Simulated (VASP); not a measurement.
# TiO2 (Cmcm) in VASP: single point with r2SCAN

Aim: the single point of TiO2 with r2SCAN.

Program: VASP 6.6.1. These are calculated values, not measurements. Logs are shortened: lines on timing, memory, paths and dates and some standing lists are left out, and cuts for length are marked.

## Step 1: The cell of the first run

Symmetry: Cmcm, No. 63, orthorhombic system. The conventional cell has a = 3.778 Å, b = 19.166 Å, c = 3.778 Å, α = 90.00°, β = 90.00°, γ = 90.00°. Ti (site symmetry m2m) has 5 O at 1.93 to 1.99 Å within 2.6 Å. Ti (site symmetry m2m) has 6 O at 1.93 to 1.99 Å within 2.6 Å. O (site symmetry m2m) has 3 Ti at 1.93 to 1.99 Å and 2 O at 2.46 Å within 2.6 Å. Within 2.6 Å of O (site symmetry m2m) lie 2 Ti at 1.93 Å and 1 O at 2.40 Å. Within 2.6 Å of O (site symmetry m2m) lie 3 Ti at 1.93 to 1.99 Å and 3 O at 2.40 to 2.46 Å. Within 2.6 Å of O (site symmetry m2m) lie 3 Ti at 1.93 to 1.99 Å and 2 O at 2.46 Å.

## Step 2: Single point, r2SCAN

The input, POSCAR:

```
TiO2
1.0
   -3.7779444200      0.0000000000      0.0000000000
    0.0000000000     -3.7779444200      0.0000000000
   -1.8889722100      0.0000000000      9.5827978520
Ti O
4 8
Direct
   -0.4375000000      0.0000000000      0.8750000000
    0.3125000000      0.5000000000      0.3750000000
    0.1875000000      0.0000000000      0.6250000000
   -0.0625000000      0.5000000000      0.1250000000
    0.2088477296      0.5000000000      0.5823045408
    0.9588477296      1.0000000000      0.0823045408
    0.0838477296      0.0000000000      0.8323045408
   -0.1661522704      0.5000000000      0.3323045408
    0.2911522704      0.0000000000      0.4176954592
   -0.4588477296      0.5000000000      0.9176954592
   -0.3338477296      0.0000000000      0.6676954592
    0.4161522704      0.5000000000      0.1676954592
```

The input, INCAR.step1:

```
SYSTEM = TiO2
PREC = Accurate ; ENCUT = 520
ISMEAR = 0 ; SIGMA = 0.05
LREAL = .False. ; LASPH = .True.
NELM = 60 ; NBANDS = 60
ISYM = 0 ; GGA = PE
ALGO = Normal ; EDIFF = 1E-4
LWAVE = .True. ; LCHARG = .False.
```

The input, INCAR.step2:

```
SYSTEM = TiO2
PREC = Accurate ; ENCUT = 520
EDIFF = 1E-7 ; ISMEAR = 0
SIGMA = 0.05 ; LREAL = .False.
LASPH = .True. ; NELM = 60
ALGO = Normal ; ISIF = 2
LWAVE = .False. ; LCHARG = .True.
METAGGA = R2SCAN ; LMIXTAU = .True.
LELF = .True. ; LVHAR = .True.
NBANDS = 60 ; ISYM = 0
ISTART = 1
```

The input, KPOINTS:

```
Automatic mesh
0
Gamma
  6 6 3
  0 0 0
```

Potentials or basis: VASP PAW PBE potentials, release 64 (Ti_sv, O).

Launch:

```
> cat potpaw_PBE.64/Ti_sv/POTCAR potpaw_PBE.64/O/POTCAR > POTCAR
> cp INCAR.step1 INCAR
> mpirun -np 1 vasp_std > vasp.out
> cp INCAR.step2 INCAR
> mpirun -np 1 vasp_std > vasp.out
```

OUTCAR:

```text
SYSTEM = TiO2
   PREC = Accurate
   ENCUT = 520
   EDIFF = 1E-7
   ISMEAR = 0
   LREAL = .False.
   LASPH = .True.
   NELM = 60
   ISIF = 2
   METAGGA = R2SCAN
   ISYM = 0
   ISTART = 1

 ion  position               nearest neighbor table
   1  0.562  0.000  0.875-   7 1.93  10 1.93  10 1.93   7 1.93  11 1.99
   2  0.312  0.500  0.375-   8 1.93   9 1.93   9 1.93   8 1.93  12 1.99   5 1.99
   3  0.188  0.000  0.625-  11 1.93   5 1.93   5 1.93  11 1.93   9 1.99   7 1.99
   4  0.938  0.500  0.125-  12 1.93   6 1.93   6 1.93  12 1.93   8 1.99
   5  0.209  0.500  0.582-   3 1.93   3 1.93   2 1.99
   6  0.959  0.000  0.082-   4 1.93   4 1.93
   7  0.084  0.000  0.832-   1 1.93   1 1.93   3 1.99
   8  0.834  0.500  0.332-   2 1.93   2 1.93   4 1.99
   9  0.291  0.000  0.418-   2 1.93   2 1.93   3 1.99
  10  0.541  0.500  0.918-   1 1.93   1 1.93
  11  0.666  0.000  0.668-   3 1.93   3 1.93   1 1.99
  12  0.416  0.500  0.168-   4 1.93   4 1.93   2 1.99

IMPORTANT INFORMATION: All symmetrisations will be switched off!
NOSYMM: (Re-)initialisation of all symmetry stuff for point group C_1.

----------------------------------------------------------------------------------------

                                     Primitive cell

  volume of cell :     136.7740

  direct lattice vectors                    reciprocal lattice vectors
    -3.777944420  0.000000000  0.000000000    -0.264694206  0.000000000 -0.052176828
     0.000000000 -3.777944420  0.000000000     0.000000000 -0.264694206  0.000000000
    -1.888972210  0.000000000  9.582797852     0.000000000  0.000000000  0.104353657

  length of vectors
     3.777944420  3.777944420  9.767201784     0.269787776  0.264694206  0.104353657

  position of ions in fractional coordinates (direct lattice)
     0.562500000  0.000000000  0.875000000
     0.312500000  0.500000000  0.375000000
     0.187500000  0.000000000  0.625000000
     0.937500000  0.500000000  0.125000000
     0.208847730  0.500000000  0.582304541
     0.958847730  0.000000000  0.082304541
     0.083847730  0.000000000  0.832304541
     0.833847730  0.500000000  0.332304541
     0.291152270  0.000000000  0.417695459
     0.541152270  0.500000000  0.917695459
     0.666152270  0.000000000  0.667695459
     0.416152270  0.500000000  0.167695459

  ion indices of the primitive-cell ions
   primitive index   ion index
                 1           1
                 2           2
                 3           3
                 4           4
                 5           5
                 6           6
                 7           7
                 8           8
                 9           9
                10          10
                11          11
                12          12

----------------------------------------------------------------------------------------

 KPOINTS: Automatic mesh

Automatic generation of k-mesh.
 Grid dimensions read from file:
 generate k-points for:    6    6    3

 Generating k-lattice:

  Cartesian coordinates                     Fractional coordinates (reciprocal lattice)
    -0.044115701  0.000000000 -0.008696138     0.166666667  0.000000000  0.000000000
     0.000000000 -0.044115701  0.000000000     0.000000000  0.166666667  0.000000000
     0.000000000  0.000000000  0.034784552     0.000000000  0.000000000  0.333333333

  Length of vectors
     0.044964629  0.044115701  0.034784552

  Shift w.r.t. Gamma in fractional coordinates (k-lattice)
     0.000000000  0.000000000  0.000000000

 -----------------------------------------------------------------------------
|                                                                             |
|           W    W    AA    RRRRR   N    N  II  N    N   GGGG   !!!           |
|           W    W   A  A   R    R  NN   N  II  NN   N  G    G  !!!           |
|           W    W  A    A  R    R  N N  N  II  N N  N  G       !!!           |
|           W WW W  AAAAAA  RRRRR   N  N N  II  N  N N  G  GGG   !            |
|           WW  WW  A    A  R   R   N   NN  II  N   NN  G    G                |
|           W    W  A    A  R    R  N    N  II  N    N   GGGG   !!!           |
|                                                                             |
|     Your reciprocal lattice and k-lattice belong to different lattice       |
|     classes:                                                                |
|                                                                             |
|        The reciprocal lattice is base centered orthorhombic,                |
|        whereas your k-lattice is simple monoclinic.                         |
|                                                                             |
|     Results are often still useful ...                                      |
|                                                                             |
 -----------------------------------------------------------------------------

 WARNING: IBZKPT: internal override: KBLOWUP is changed to .FALSE.
      ... skipping the blow-up phase ...

 Subroutine IBZKPT returns following result:
 ===========================================

 Found     56 irreducible k-points:

 Following reciprocal coordinates:
            Coordinates               Weight
  0.000000  0.000000  0.000000      1.000000
  0.166667  0.000000  0.000000      2.000000
  0.333333  0.000000  0.000000      2.000000
  0.500000  0.000000  0.000000      1.000000
  0.000000  0.166667  0.000000      2.000000
  0.166667  0.166667  0.000000      2.000000
[... 16 lines left out ...]
  0.333333  0.000000  0.333333      2.000000
  0.500000  0.000000  0.333333      2.000000
 [... further k-points ...]
   k-points           NKPTS =     56   k-points in BZ     NKDIM =     56   number of bands    NBANDS=     60
   number of dos      NEDOS =    301   number of ions     NIONS =     12
   total plane-waves  NPLWV =  62720
   dimension x,y,z NGX =    28 NGY =   28 NGZ =   80
   dimension x,y,z NGXF=    56 NGYF=   56 NGZF=  160
   ions per type =               4   8
   NGX,Y,Z   is equivalent  to a cutoff of  12.32, 12.32, 13.62 a.u.
   NGXF,Y,Z  is equivalent  to a cutoff of  24.64, 24.64, 27.23 a.u.
 SYSTEM =  TiO2
   PREC   = accura    normal or accurate (medium, high low for compatibility)
   ISTART =      1    job   : 0-new  1-cont  2-samecut
   ICHARG =      0    charge: 1-file 2-atom 10-const
   ISPIN  =      1    spin polarized calculation?
   LNONCOLLINEAR =      F non collinear calculations
   LSORBIT =      F    spin-orbit coupling
   LASPH  =      T    aspherical Exc in radial PAW
   ENCUT  =  520.0 eV  38.22 Ry    6.18 a.u.   7.02  7.02 18.16*2*pi/ulx,y,z
   NELM   =     60;   NELMIN=  2; NELMDL=  0     # of ELM steps
   EDIFF  = 0.1E-06   stopping-criterion for ELM
   LREAL  =      F    real-space projection
   EDIFFG = 0.1E-05   stopping-criterion for IOM
   NSW    =      0    number of steps for IOM
   IBRION =     -1    ionic relax: 0-MD 1-quasi-New 2-CG
   NFREE  =      0    steps in history (QN), initial steepest desc. (CG)
   ISIF   =      2    stress and relaxation
   ISYM   =      0    0-nonsym 1-usesym 2-fastsym
   POTIM  = 0.5000    time-step for ionic-motion
   TEBEG  =    0.0;   TEEND  =   0.0 temperature during run
   PSTRESS=    0.0 pullay stress
   NELECT =      96.0000    total number of electrons
   NUPDOWN=      -1.0000    fix difference up-down
   EMIN   =  10.00;   EMAX   =-10.00  energy-range for DOS
   EFERMI =   0.00;   METHOD = LEGACY
   ISMEAR =     0;   SIGMA  =   0.05  broadening in eV -4-tet -1-fermi 0-gaus
   EFERMI_NEDOS =   21; number of points for ismear=-14 and -15
   IALGO  =     38    algorithm
   IMIX   =      4    mixing-type and parameters
     AMIX     =   0.40;   BMIX     =  1.00
     AMIX_MAG =   1.60;   BMIX_MAG =  1.00
  volume/ion in A,a.u.               =      11.40        76.92
  Fermi-wavevector in a.u.,A,eV,Ry     =   1.454892  2.749347 28.799598  2.116711
  Thomas-Fermi vector in A             =   2.571990
   LORBIT       =      0    0 simple, 1 ext, 2 COOP (PROOUT), +10 PAW based schemes
   METAGGA = R2SCAN    functional components
   LHFCALC =     F    Hartree Fock is set to
   AEXX    =    0.0000 exact exchange contribution
   IVDW    =     0    specifies the selected vdW correction
   LEPSILON=     F    determine dielectric tensor
   LRPA    =     F    only Hartree local field effects (RPA)
 non-spin polarized calculation
 Gauss-broadening in eV      SIGMA  =   0.05
  energy-cutoff  :      520.00
  volume of cell :      136.77
 maximum number of plane-waves:      3710
   NGX = 15   NGY = 15   NGZ = 37

 number of electron      96.0000012 magnetization

 Free energy of the ion-electron system (eV)
  ---------------------------------------------------
  ext. energy  EPLUGINS =         0.00000000
  ---------------------------------------------------
  free energy    TOTEN  =      -137.99057850 eV

  energy without entropy =     -137.99057850  energy(sigma->0) =     -137.99057850

 E-fermi :   3.6376     XC(G=0): -11.5091

 val. band max:        3.2907383673   @ k =  -0.3333  -0.3333   0.3333
 cond. band min:       5.6283888906   @ k =   0.0000   0.0000   0.3333
 fundamental gap:      2.3376505232
 Fermi energy:         3.6376063208

 k-point     1 :       0.0000    0.0000    0.0000
  band No.  band energies     occupation
      1     -55.6113      2.00000
      2     -55.6060      2.00000
      3     -55.4880      2.00000
      4     -55.4587      2.00000
      5     -30.9475      2.00000
      6     -30.8820      2.00000
[... 52 lines left out ...]
     59       7.6959      0.00000
     60       7.7332      0.00000

 k-point     2 :       0.1667    0.0000    0.0000
  band No.  band energies     occupation
      1     -55.6099      2.00000
      2     -55.6054      2.00000
      3     -55.4878      2.00000
      4     -55.4584      2.00000
      5     -30.9453      2.00000
      6     -30.8954      2.00000
[... 52 lines left out ...]
     59       7.6842      0.00000
     60       7.8098      0.00000

 k-point     3 :       0.3333    0.0000    0.0000
  band No.  band energies     occupation
      1     -55.6069      2.00000
      2     -55.6043      2.00000
      3     -55.4874      2.00000
      4     -55.4579      2.00000
      5     -30.9476      2.00000
      6     -30.9235      2.00000
[... 1312 lines left out ...]
     59       7.8810      0.00000
     60       7.9594      0.00000

 k-point    24 :       0.5000    0.0000    0.3333
  band No.  band energies     occupation
      1     -55.6046      2.00000
      2     -55.6046      2.00000
      3     -55.4872      2.00000
      4     -55.4577      2.00000
      5     -30.9588      2.00000
      6     -30.9366      2.00000
[... 52 lines left out ...]
     59       7.8908      0.00000
     60       7.9347      0.00000

 [... further k-points ...]

------------------------ aborting loop because EDIFF is reached ----------------------------------------

  FORCE on cell =-STRESS in cart. coord.  units (eV):
  Direction    XX          YY          ZZ          XY          YZ          ZX
  --------------------------------------------------------------------------------------
  -------------------------------------------------------------------------------------
  Total       -2.1298233     -8.2870942      2.0625645      0.0000000     -0.0000004      0.0000529
  in kB      -24.9488592    -97.0754472     24.1609864      0.0000004     -0.0000047      0.0006201
  external PRESSURE =     -32.6211067 kB  Pullay stress =       0.0000000 kB

 VOLUME and BASIS-vectors are now :
 -----------------------------------------------------------------------------
  energy-cutoff  :      520.00
  volume of cell :      136.77
      direct lattice vectors                 reciprocal lattice vectors
    -3.777944420  0.000000000  0.000000000    -0.264694206  0.000000000 -0.052176828
     0.000000000 -3.777944420  0.000000000     0.000000000 -0.264694206  0.000000000
    -1.888972210  0.000000000  9.582797852     0.000000000  0.000000000  0.104353657

 POSITION                                       TOTAL-FORCE (eV/Angst)
 -----------------------------------------------------------------------------------
     -3.77794      0.00000      8.38495        -0.002177     -0.000000     -0.131818
     -1.88897     -1.88897      3.59355        -0.001971     -0.000001     -0.211262
     -1.88897      0.00000      5.98925         0.001876      0.000001      0.211258
     -3.77794     -1.88897      1.19785         0.002107      0.000000      0.131816
     -1.88897     -1.88897      5.58011         0.000146      0.000000      0.040724
     -3.77794      0.00000      0.78871         0.000217      0.000000      0.178949
     -1.88897      0.00000      7.97581        -0.000750      0.000000     -1.555349
     -3.77794     -1.88897      3.18441        -0.000772      0.000000     -0.563655
     -1.88897      0.00000      4.00269        -0.000159      0.000000     -0.040722
     -3.77794     -1.88897      8.79409        -0.000238      0.000000     -0.178948
     -3.77794      0.00000      6.39839         0.000879      0.000000      0.563656
     -1.88897     -1.88897      1.60699         0.000841      0.000000      1.555351
 -----------------------------------------------------------------------------------
    total drift:                               -0.000001     -0.000001     -0.000009

  FREE ENERGIE OF THE ION-ELECTRON SYSTEM (eV)
  ---------------------------------------------------
  free  energy   TOTEN  =      -137.9905784970 eV

  energy  without entropy=     -137.9905784970  energy(sigma->0) =     -137.99057850
```

It took 40 min on 1 thread of Oxide Virtual Turin-like, shared host; peak memory 0.43 GiB.

What came out:

* Free energy: -137.9906 eV
* Pressure: -3.3 GPa
* Largest force: 1.555 eV/Å
* Band gap on the k mesh: 2.34 eV (least direct gap 2.60 eV)

Forces in eV/Å, atoms in the order of the input:
```
Ti  -0.002  0.000 -0.132
Ti  -0.002  0.000 -0.211
Ti   0.002  0.000  0.211
Ti   0.002  0.000  0.132
O    0.000  0.000  0.041
O    0.000  0.000  0.179
O   -0.001  0.000 -1.555
O   -0.001  0.000 -0.564
O    0.000  0.000 -0.041
O    0.000  0.000 -0.179
O    0.001  0.000  0.564
O    0.001  0.000  1.555
```

Caveat: the cell stands under tension; the PAW data sets were made with another functional, which shifts forces and pressure a little; an odd mesh through Γ misses points on the zone boundary, where band edges can lie.
